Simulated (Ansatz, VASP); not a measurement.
# Two plane-wave programs on Y3Mg2I2

```
Y Mg I
1.0
     5.57043    0.00000    0.00000
    -2.78522    4.82414    0.00000
     0.00000    0.00000   10.30849
Y Mg I
3 2 2
Direct
  0.00000 0.00000 0.34877
  0.00000 0.00000 0.65123
  0.00000 0.00000 0.00000
  0.33333 0.66667 0.50000
  0.66667 0.33333 0.50000
  0.33333 0.66667 0.00000
  0.66667 0.33333 0.00000
```

Alike in both runs: functional PBE; k mesh 6 × 6 × 2; occupations gaussian, width 0.1 eV; no spin polarisation.

Ansatz relaxed the structure, and its values are those at the end. VASP's run is a single point on that final structure, the one shown.

|  | VASP | Ansatz |
| --- | --- | --- |
| version | VASP 6.6.1 | Ansatz 0.2.0 |
| potentials or method | VASP PAW PBE potentials, release 64 (Y_sv, Mg, I), cutoff 520 eV | scalar-relativistic, plane waves, PAW |
| valence electrons in the cell | 51 | 87 |

```tsv
	VASP	Ansatz	Ansatz less VASP
gap on the k mesh at the Fermi level (eV)	none	none	-
pressure (GPa)	0.0	0.0	+0.03
rms of the force components (eV/Å)	0.011	0.012	+0.0010
```

A gap of «none» marks a metal or a gap that the smearing closes. VASP's potentials hold 51 valence electrons a cell and Ansatz's 87, so a difference there can come from the potentials and not from the codes.

Spin-orbit coupling is off throughout.
